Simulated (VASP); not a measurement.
Set up this calculation in VASP 6.6.1, as the native input.

| Quantity | Value |
| --- | --- |
| Task | single point |
| Functional | LDA |
| Potentials or basis | VASP PAW LDA potentials, release 64 (Nb_sv, Ru_pv) |
| Cutoff | 520 eV |
| k mesh | 9 × 9 × 9 |
| Occupations | fermi-dirac, width 0.05 eV |
| Spin | no spin polarisation |
| Dipole correction | no |
| Further INCAR settings | ALGO = Normal; EDIFF = 1e-06; NBANDS = 36 |

The structure of NbRu3 lies in POSCAR:

```
NbRu3
1.0
    3.8800000000     -0.0194000000     -0.0194000000
   -0.0194000000      3.8800000000     -0.0194000000
   -0.0194000000     -0.0194000000      3.8800000000
Nb Ru
1 3
Direct
    0.0000000000      0.0000000000      0.0000000000
    0.0000000000      0.5000000000      0.5000000000
    0.5000000000      0.0000000000      0.5000000000
    0.5000000000      0.5000000000      0.0000000000
```

This cell differs from its parent crystal: equal xy, yz and zx shear strains of -1 %.

One way to write it, as run:

INCAR

```
SYSTEM = NbRu3
  PREC = Accurate
  ENCUT = 520
  EDIFF = 1E-6
  ISMEAR = -1
  SIGMA = 0.05
  LREAL = .False.
  LASPH = .True.
  NELM = 80
  ALGO = Normal
  ISIF = 2
  LWAVE = .False.
  LCHARG = .False.
  GGA = CA
  NBANDS = 36
```

KPOINTS

```
regular mesh
0
Gamma
  9 9 9
  0 0 0
```

Potentials or basis: VASP PAW LDA potentials, release 64 (Nb_sv, Ru_pv).

Command:

```sh
$ cat potpaw_LDA.64/Nb_sv/POTCAR potpaw_LDA.64/Ru_pv/POTCAR > POTCAR
$ mpirun -np 1 vasp_std > vasp.out
```

It gave:

```
Pressure               : -10.9 GPa
Band gap on the k mesh : zero (an odd number of electrons rules out a gap without spin polarisation)
```

Caveat: the cell differs from its parent crystal (equal xy, yz and zx shear strains of -1 %); the cell stands under tension.

Run time: 99 s on 1 thread of AMD EPYC 9R45 96-Core Processor (Zen 5) (shared host), peak memory 0.22 GiB.
